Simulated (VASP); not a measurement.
# Si (Fddd) in VASP: a series of runs

The runs below take Si through single point, with LDA.

Program: VASP 6.6.1. These are calculated values, not measurements. Logs are shortened: lines on timing, memory, paths and dates and some standing lists are left out, and cuts for length are marked.

## (1) The cell of the first run

The typed cell holds 2 atoms: a = 3.958 Å, b = 3.754 Å, c = 3.759 Å, α = 63.59°, β = 58.14°, γ = 58.27°.

## (2) Single point, LDA

Input file INCAR:

```
SYSTEM = Si
PREC = Accurate ; ENCUT = 520
EDIFF = 1E-6 ; ISMEAR = 0
SIGMA = 0.05 ; LREAL = .FALSE.
LASPH = .TRUE. ; NELM = 60
ALGO = Normal ; ISIF = 2
LWAVE = .FALSE. ; LCHARG = .FALSE.
GGA = CA ; NBANDS = 11
```

Input file KPOINTS:

```
Automatic mesh
0
G
  12 12 12
  0 0 0
```

Input file POSCAR:

```
Si
1.0
    0.0000000000      2.8020789012      2.7953269038
    2.5049910177      0.0000000000      2.7953269038
    2.5049910177      2.8020789012      0.0000000000
Si
2
Direct
    0.5000000000      0.5000000000      0.5000000000
    0.7500000000      0.7500000000      0.7500000000
```

Potentials or basis: VASP PAW LDA potentials, release 64 (Si).

Started as:

```
$ cat potpaw_LDA.64/Si/POTCAR > POTCAR
$ mpirun -np 1 vasp_std > vasp.out
```

OUTCAR:

```text
SYSTEM = Si
   PREC = Accurate
   ENCUT = 520
   EDIFF = 1E-6
   ISMEAR = 0
   LREAL = .FALSE.
   LASPH = .TRUE.
   NELM = 60
   ISIF = 2
   GGA = CA

 ion  position               nearest neighbor table
   1  0.500  0.500  0.500-   2 2.34   2 2.34   2 2.34   2 2.34
   2  0.750  0.750  0.750-   1 2.34   1 2.34   1 2.34   1 2.34

  LATTYP: Found a face centered orthorhombic cell.
 ALAT       =     5.0099820354
 B/A-ratio  =     1.1159029649
 C/A-ratio  =     1.1185983827

  Lattice vectors:

 A1 = (   0.0000000000,   2.8020789012,  -2.7953269038)
 A2 = (   2.5049910177,   2.8020789012,   0.0000000000)
 A3 = (   2.5049910177,   0.0000000000,  -2.7953269038)

Analysis of symmetry for initial positions (statically):
=====================================================================
 Subroutine PRICEL returns:
 Original cell was already a primitive cell.

 Routine SETGRP: Setting up the symmetry group for a
 face centered orthorhombic supercell.

 Subroutine GETGRP returns: Found  8 space group operations
 (whereof  4 operations were pure point group operations)
 out of a pool of  8 trial point group operations.

The static configuration has the point symmetry D_2 .
 The point group associated with its full space group is D_2h.

Analysis of symmetry for dynamics (positions and initial velocities):
=====================================================================
 Subroutine PRICEL returns:
 Original cell was already a primitive cell.

 Routine SETGRP: Setting up the symmetry group for a
 face centered orthorhombic supercell.

 Subroutine GETGRP returns: Found  8 space group operations
 (whereof  4 operations were pure point group operations)
 out of a pool of  8 trial point group operations.

The dynamic configuration has the point symmetry D_2 .
 The point group associated with its full space group is D_2h.

 Subroutine INISYM returns: Found  8 space group operations
 (whereof  4 operations are pure point group operations),
 and found     1 'primitive' translations

----------------------------------------------------------------------------------------

                                     Primitive cell

  volume of cell :      39.2418

  direct lattice vectors                    reciprocal lattice vectors
     0.000000000  2.802078901  2.795326904    -0.199601514  0.178438944  0.178869956
     2.504991018  0.000000000  2.795326904     0.199601514 -0.178438944  0.178869956
     2.504991018  2.802078901  0.000000000     0.199601514  0.178438944 -0.178869956

  length of vectors
     3.957966481  3.753509358  3.758540430     0.321987084  0.321987084  0.321987084

  position of ions in fractional coordinates (direct lattice)
     0.500000000  0.500000000  0.500000000
     0.750000000  0.750000000  0.750000000

  ion indices of the primitive-cell ions
   primitive index   ion index
                 1           1
                 2           2

----------------------------------------------------------------------------------------

 KPOINTS: Automatic mesh

Automatic generation of k-mesh.
 Grid dimensions read from file:
 generate k-points for:   12   12   12

 Generating k-lattice:

  Cartesian coordinates                     Fractional coordinates (reciprocal lattice)
    -0.016633460  0.014869912  0.014905830     0.083333333 -0.000000000 -0.000000000
     0.016633460 -0.014869912  0.014905830     0.000000000  0.083333333  0.000000000
     0.016633460  0.014869912 -0.014905830     0.000000000  0.000000000  0.083333333

  Length of vectors
     0.026832257  0.026832257  0.026832257

  Shift w.r.t. Gamma in fractional coordinates (k-lattice)
     0.000000000  0.000000000  0.000000000

 Subroutine IBZKPT returns following result:
 ===========================================

 Found    280 irreducible k-points:

 Following reciprocal coordinates:
            Coordinates               Weight
  0.000000  0.000000  0.000000      1.000000
  0.083333  0.000000  0.000000      8.000000
  0.166667 -0.000000 -0.000000      8.000000
  0.250000  0.000000  0.000000      8.000000
  0.333333  0.000000  0.000000      8.000000
  0.416667 -0.000000  0.000000      8.000000
[... 16 lines left out ...]
  0.500000  0.166667  0.000000      8.000000
 -0.416667  0.166667 -0.000000      8.000000
 [... further k-points ...]
   k-points           NKPTS =    280   k-points in BZ     NKDIM =    280   number of bands    NBANDS=     11
   number of dos      NEDOS =    301   number of ions     NIONS =      2
   total plane-waves  NPLWV =  23520
   dimension x,y,z NGX =    30 NGY =   28 NGZ =   28
   dimension x,y,z NGXF=    60 NGYF=   56 NGZF=   56
   ions per type =               2
   NGX,Y,Z   is equivalent  to a cutoff of  12.60, 12.40, 12.38 a.u.
   NGXF,Y,Z  is equivalent  to a cutoff of  25.20, 24.80, 24.77 a.u.
 SYSTEM =  Si
   PREC   = accura    normal or accurate (medium, high low for compatibility)
   ISTART =      0    job   : 0-new  1-cont  2-samecut
   ICHARG =      2    charge: 1-file 2-atom 10-const
   ISPIN  =      1    spin polarized calculation?
   LNONCOLLINEAR =      F non collinear calculations
   LSORBIT =      F    spin-orbit coupling
   LASPH  =      T    aspherical Exc in radial PAW
   ENCUT  =  520.0 eV  38.22 Ry    6.18 a.u.   7.36  6.98  6.99*2*pi/ulx,y,z
   NELM   =     60;   NELMIN=  2; NELMDL= -5     # of ELM steps
   EDIFF  = 0.1E-05   stopping-criterion for ELM
   LREAL  =      F    real-space projection
   EDIFFG = 0.1E-04   stopping-criterion for IOM
   NSW    =      0    number of steps for IOM
   IBRION =     -1    ionic relax: 0-MD 1-quasi-New 2-CG
   NFREE  =      0    steps in history (QN), initial steepest desc. (CG)
   ISIF   =      2    stress and relaxation
   ISYM   =      2    0-nonsym 1-usesym 2-fastsym
   POTIM  = 0.5000    time-step for ionic-motion
   TEBEG  =    0.0;   TEEND  =   0.0 temperature during run
   PSTRESS=    0.0 pullay stress
   NELECT =       8.0000    total number of electrons
   NUPDOWN=      -1.0000    fix difference up-down
   EMIN   =  10.00;   EMAX   =-10.00  energy-range for DOS
   EFERMI =   0.00;   METHOD = LEGACY
   ISMEAR =     0;   SIGMA  =   0.05  broadening in eV -4-tet -1-fermi 0-gaus
   EFERMI_NEDOS =   21; number of points for ismear=-14 and -15
   IALGO  =     38    algorithm
   IMIX   =      4    mixing-type and parameters
     AMIX     =   0.40;   BMIX     =  1.00
     AMIX_MAG =   1.60;   BMIX_MAG =  1.00
  volume/ion in A,a.u.               =      19.62       132.41
  Fermi-wavevector in a.u.,A,eV,Ry     =   0.963508  1.820765 12.630925  0.928347
  Thomas-Fermi vector in A             =   2.093059
   LORBIT       =      0    0 simple, 1 ext, 2 COOP (PROOUT), +10 PAW based schemes
   GGA     = CA    functional components
   LHFCALC =     F    Hartree Fock is set to
   AEXX    =    0.0000 exact exchange contribution
   IVDW    =     0    specifies the selected vdW correction
   LEPSILON=     F    determine dielectric tensor
   LRPA    =     F    only Hartree local field effects (RPA)
 non-spin polarized calculation
 Gauss-broadening in eV      SIGMA  =   0.05
  energy-cutoff  :      520.00
  volume of cell :       39.24
 maximum number of plane-waves:      1081
 NGX is ok and might be reduce to    30
   NGX = 15   NGY = 13   NGZ = 13

 number of electron       8.0000000 magnetization

 Free energy of the ion-electron system (eV)
  ---------------------------------------------------
  ext. energy  EPLUGINS =         0.00000000
  ---------------------------------------------------
  free energy    TOTEN  =       -11.83777258 eV

  energy without entropy =      -11.83746586  energy(sigma->0) =      -11.83761922

 E-fermi :   6.0584     XC(G=0):  -9.6949

 val. band max:        6.0561159540   @ k =  -0.0833   0.0833  -0.0000
 cond. band min:       6.0663471733   @ k =  -0.0833   0.0000   0.0833
 fundamental gap:      0.0102312193
 Fermi energy:         6.0584463561

 k-point     1 :       0.0000    0.0000    0.0000
  band No.  band energies     occupation
      1      -6.1067      2.00000
      2       5.7548      2.00000
      3       5.7766      2.00000
      4       6.4542      0.00000
      5       8.3106      0.00000
      6       8.7152      0.00000
      7       8.7229      0.00000
      8       9.2995      0.00000
      9      12.7524      0.00000
     10      13.7722      0.00000
     11      14.4795      0.00000

 k-point     2 :       0.0833    0.0000    0.0000
  band No.  band energies     occupation
      1      -6.0136      2.00000
      2       5.0622      2.00000
      3       5.5959      2.00000
      4       6.1647      0.00266
      5       8.3697      0.00000
      6       8.8649      0.00000
      7       8.9160      0.00000
      8       9.9871      0.00000
      9      12.5806      0.00000
     10      14.0130      0.00000
     11      14.2008      0.00000

 k-point     3 :       0.1667   -0.0000   -0.0000
  band No.  band energies     occupation
      1      -5.7368      2.00000
      2       3.5762      2.00000
      3       5.2274      2.00000
      4       5.8576      2.00000
      5       8.1397      0.00000
      6       9.2378      0.00000
      7       9.2550      0.00000
      8      11.4069      0.00000
      9      12.4997      0.00000
     10      13.4415      0.00000
     11      15.0735      0.00000

 k-point     4 :       0.2500    0.0000    0.0000
  band No.  band energies     occupation
      1      -5.2870      2.00000
      2       2.0204      2.00000
      3       4.8478      2.00000
      4       5.5959      2.00000
      5       7.7646      0.00000
      6       9.2871      0.00000
      7       9.7434      0.00000
      8      12.7456      0.00000
      9      13.0527      0.00000
     10      13.3378      0.00000
     11      15.2835      0.00000
[... 239 lines left out ...]
 k-point    22 :       0.4167    0.1667    0.0000
  band No.  band energies     occupation
      1      -4.2157      2.00000
      2       0.2879      2.00000
      3       3.2623      2.00000
      4       4.4245      2.00000
      5       8.1051      0.00000
      6       9.6288      0.00000
      7      11.3345      0.00000
      8      11.4047      0.00000
      9      15.4026      0.00000
     10      15.9199      0.00000
     11      16.7754      0.00000

 k-point    23 :       0.5000    0.1667    0.0000
  band No.  band energies     occupation
      1      -3.5953      2.00000
      2      -0.6809      2.00000
      3       2.8814      2.00000
      4       4.4677      2.00000
      5       8.1357      0.00000
      6       9.4829      0.00000
      7      11.1621      0.00000
      8      12.8750      0.00000
      9      14.9579      0.00000
     10      16.2114      0.00000
     11      16.9562      0.00000

 k-point    24 :      -0.4167    0.1667   -0.0000
  band No.  band energies     occupation
      1      -3.4151      2.00000
      2      -0.9143      2.00000
      3       2.6679      2.00000
      4       4.6337      2.00000
      5       8.2602      0.00000
      6       9.4865      0.00000
      7      10.9595      0.00000
      8      13.6923      0.00000
      9      14.3785      0.00000
     10      15.4488      0.00000
     11      17.1154      0.00000

 [... further k-points ...]
[... 5 lines left out ...]
  --------------------------------------------------------------------------------------
  -------------------------------------------------------------------------------------
  Total        1.2732944     -0.7104903     -0.6345800      0.0000000      0.0000000      0.0000000
  in kB       51.9864628    -29.0081217    -25.9088332      0.0000000      0.0000000      0.0000000
  external PRESSURE =      -0.9768307 kB  Pullay stress =       0.0000000 kB

 VOLUME and BASIS-vectors are now :
 -----------------------------------------------------------------------------
  energy-cutoff  :      520.00
  volume of cell :       39.24
      direct lattice vectors                 reciprocal lattice vectors
     0.000000000  2.802078901  2.795326904    -0.199601514  0.178438944  0.178869956
     2.504991018  0.000000000  2.795326904     0.199601514 -0.178438944  0.178869956
     2.504991018  2.802078901  0.000000000     0.199601514  0.178438944 -0.178869956

 POSITION                                       TOTAL-FORCE (eV/Angst)
 -----------------------------------------------------------------------------------
      2.50499      2.80208      2.79533        -0.000000     -0.000000      0.000000
      3.75749      4.20312      4.19299         0.000000      0.000000      0.000000
 -----------------------------------------------------------------------------------
    total drift:                                0.000000     -0.000000     -0.000000

  FREE ENERGIE OF THE ION-ELECTRON SYSTEM (eV)
  ---------------------------------------------------
  free  energy   TOTEN  =       -11.8377725781 eV

  energy  without entropy=      -11.8374658602  energy(sigma->0) =      -11.83761922
```

It took 72 s on 1 thread of Intel Xeon Platinum 8259CL at 2.50GHz (Skylake/Cascade Lake), shared host; peak memory 0.2 GiB.

What came out:

| Quantity | Value |
| --- | --- |
| Free energy | -11.8378 eV |
| Pressure | -0.1 GPa |
| Band gap on the k mesh | zero (band 4 reaches 6.45 eV, above the bottom of band 5 at 5.77 eV) |

Stress tensor (GPa, compression positive):
```
 5.20  0.00  0.00
 0.00 -2.90  0.00
 0.00  0.00 -2.59
```

Levels at points of the mesh, in eV from the Fermi level:
```csv
k point,band 1,band 2,band 3,band 4,band 5,band 6,band 7,band 8,band 9
"(0.00, 0.00, 0.00)",-12.17,-0.30,-0.28,0.40,2.25,2.66,2.66,3.24,6.69
"(0.50, 0.00, 0.00)",-9.76,-7.15,-1.77,-0.81,1.09,2.79,4.05,7.64,9.70
"(0.50, 0.50, 0.00)",-8.15,-8.15,-2.66,-2.66,0.82,0.82,9.05,9.05,11.25
"(0.50, 0.00, 0.50)",-8.17,-8.17,-2.64,-2.64,0.84,0.84,9.08,9.08,11.29
"(0.00, 0.50, 0.50)",-7.50,-7.50,-3.51,-3.51,-0.06,-0.06,9.91,9.91,11.10
```

Caveat: the cell differs from its parent crystal (strain +e along x and -e along y -0.0550, strain +e along z and -e/2 along x and y +0.0350).

## (3) Single point, LDA

Input file INCAR:

```
SYSTEM = Si
PREC = Accurate ; ENCUT = 520
EDIFF = 1E-6 ; ISMEAR = 0
SIGMA = 0.05 ; LREAL = .False.
LASPH = .True. ; NELM = 60
ALGO = Normal ; ISIF = 2
LWAVE = .False. ; LCHARG = .False.
GGA = CA ; NBANDS = 11
```

Input file KPOINTS:

```
Automatic mesh
0
Gamma
  12 12 12
  0 0 0
```

Input file POSCAR:

```
Si
1.0
    0.0000000000      2.8493428826      2.7007989409
    2.5522549992      0.0000000000      2.7007989409
    2.5522549992      2.8493428826      0.0000000000
Si
2
Direct
    0.5000000000      0.5000000000      0.5000000000
    0.7500000000      0.7500000000      0.7500000000
```

Potentials or basis: VASP PAW LDA potentials, release 64 (Si).

Started as:

```
$ cat potpaw_LDA.64/Si/POTCAR > POTCAR
$ mpirun -np 1 vasp_std > vasp.out
```

Wall time 71 s (1 thread of Intel Xeon Platinum 8259CL at 2.50GHz (Skylake/Cascade Lake), shared host); peak memory 0.21 GiB.

Results (log left out):

- Free energy: -11.8491 eV
- Pressure: 0.0 GPa
- Band gap on the k mesh: zero (band 4 reaches 6.35 eV, above the bottom of band 5 at 5.93 eV)

Stress tensor (GPa, compression positive):
```
 4.64  0.00  0.00
 0.00 -5.60  0.00
 0.00  0.00  1.01
```

Levels at points of the mesh, in eV from the Fermi level:
```csv
k point,band 2,band 3,band 4,band 5,band 6,band 7
"(0.00, 0.00, 0.00)",-0.56,-0.10,0.22,2.23,2.44,2.62
"(0.50, 0.00, 0.00)",-7.23,-1.81,-0.90,1.04,2.92,3.72
"(0.50, 0.50, 0.00)",-8.02,-3.01,-3.01,0.45,0.45,8.95
"(0.50, 0.00, 0.50)",-8.35,-2.60,-2.60,0.88,0.88,9.61
"(0.00, 0.50, 0.50)",-7.68,-3.45,-3.45,0.00,0.00,9.51
```

Caveat: the cell differs from its parent crystal (strain +e along x and -e along y -0.0550, strain +e along z and -e/2 along x and y +0.0000).
